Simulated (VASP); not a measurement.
Wanted: the native input for a VASP 6.6.1 run.

- Task: single point
- Functional: r2SCAN
- Potentials or basis: VASP PAW PBE potentials, release 64 (Ga_d, P)
- Cutoff: 520 eV
- k mesh: 8 × 8 × 8
- Occupations: gaussian, width 0.05 eV
- Spin: no spin polarisation
- Dipole correction: no
- Further INCAR settings: ALGO = Normal; EDIFF = 1e-06; NBANDS = 16

Crystal: GaP.

```
Ga P
1.0
     0.00000    2.72525    2.92964
     2.72525    0.00000    2.92964
     2.72525    2.72525    0.00000
Ga P
1 1
Direct
  0.00000 0.00000 0.00000
  0.75000 0.75000 0.75000
```

This cell differs from its parent crystal: strain +0.0750 x Voigt [0, 0, 1, 0, 0, 0].

These files were run (other wordings do the same):

POSCAR

```
GaP
1.0
    0.0000000000      2.7252500000      2.9296437500
    2.7252500000      0.0000000000      2.9296437500
    2.7252500000      2.7252500000      0.0000000000
Ga P
1 1
Direct
    0.0000000000      0.0000000000      0.0000000000
    0.7500000000      0.7500000000      0.7500000000
```

INCAR.step1

```
SYSTEM = GaP
PREC = Accurate
ENCUT = 520
ISMEAR = 0
SIGMA = 0.05
LREAL = .False.
LASPH = .True.
NELM = 60
NBANDS = 16
GGA = PE
ALGO = Normal
EDIFF = 1E-4
LWAVE = .True.
LCHARG = .False.
```

INCAR.step2

```
SYSTEM = GaP
PREC = Accurate
ENCUT = 520
EDIFF = 1E-6
ISMEAR = 0
SIGMA = 0.05
LREAL = .False.
LASPH = .True.
NELM = 60
ALGO = Normal
ISIF = 2
LWAVE = .False.
LCHARG = .False.
METAGGA = R2SCAN
LMIXTAU = .True.
NBANDS = 16
ISTART = 1
```

KPOINTS

```
regular mesh
0
Gamma
  8 8 8
  0 0 0
```

Potentials or basis: VASP PAW PBE potentials, release 64 (Ga_d, P).

The run is started by

```sh
$ cat potpaw_PBE.64/Ga_d/POTCAR potpaw_PBE.64/P/POTCAR > POTCAR
$ cp INCAR.step1 INCAR
$ mpirun -np 1 vasp_std > vasp.out
$ cp INCAR.step2 INCAR
$ mpirun -np 1 vasp_std > vasp.out
```

It gave:

```yaml
Pressure: -5.5 GPa
Band_gap_on_the_k_mesh: 1.52 eV, direct
```

Caveat: the cell differs from its parent crystal (strain +0.0750 x Voigt [0, 0, 1, 0, 0, 0]); the PAW data sets were made with another functional, which shifts forces and pressure a little.

Run time: 2.2 min on 1 thread of Intel(R) Xeon(R) Platinum 8375C CPU @ 2.90GHz (Ice Lake), on a shared host, peak memory 0.19 GiB.
